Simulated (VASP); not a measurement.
# Co: single point with PBE

Co:

```
CELL_PARAMETERS angstrom
2.04376 0.00000 0.00000
-1.02188 1.76995 0.00000
0.00000 0.00000 3.31342
ATOMIC_POSITIONS crystal
Co 0.33333 0.66667 0.25000
Co 0.66667 0.33333 0.75000
```

- Program: VASP 6.6.1
- Task: single point
- Functional: PBE
- Potentials or basis: VASP PAW PBE potentials, release 64 (Co)
- Cutoff: 520 eV
- k mesh: 17 × 17 × 10
- Occupations: fermi-dirac, width 0.05 eV
- Spin: no spin polarisation

* Pressure: 482.2 GPa
* Band gap on the k mesh: zero (bands 9 and 10 overlap by 3.35 eV)

Stress tensor (GPa, compression positive):
```
482.43   0.00   0.00
  0.00 482.43   0.00
  0.00   0.00 481.86
```

Levels at points of the mesh, in eV from the Fermi level:
| k point | band 6 | band 7 | band 8 | band 9 | band 10 | band 11 | band 12 | band 13 |
| --- | --- | --- | --- | --- | --- | --- | --- | --- |
| (0.00, 0.00, 0.00) | -3.49 | -3.49 | -2.57 | -2.57 | -0.32 | 0.14 | 0.14 | 13.56 |
| (0.00, 0.00, 0.50) | -4.48 | -4.48 | -4.48 | -0.56 | -0.56 | -0.56 | -0.56 | 22.44 |

It took 27 s on 1 thread of Intel(R) Xeon(R) Platinum 8488C (Sapphire Rapids), on a shared host, peak memory 0.15 GiB.

Caveat: the cell stands under pressure; the run has no spin polarisation, though such a crystal can be magnetic. Spin polarisation is off, so any magnetic state and its effect on volume and gap are missing.
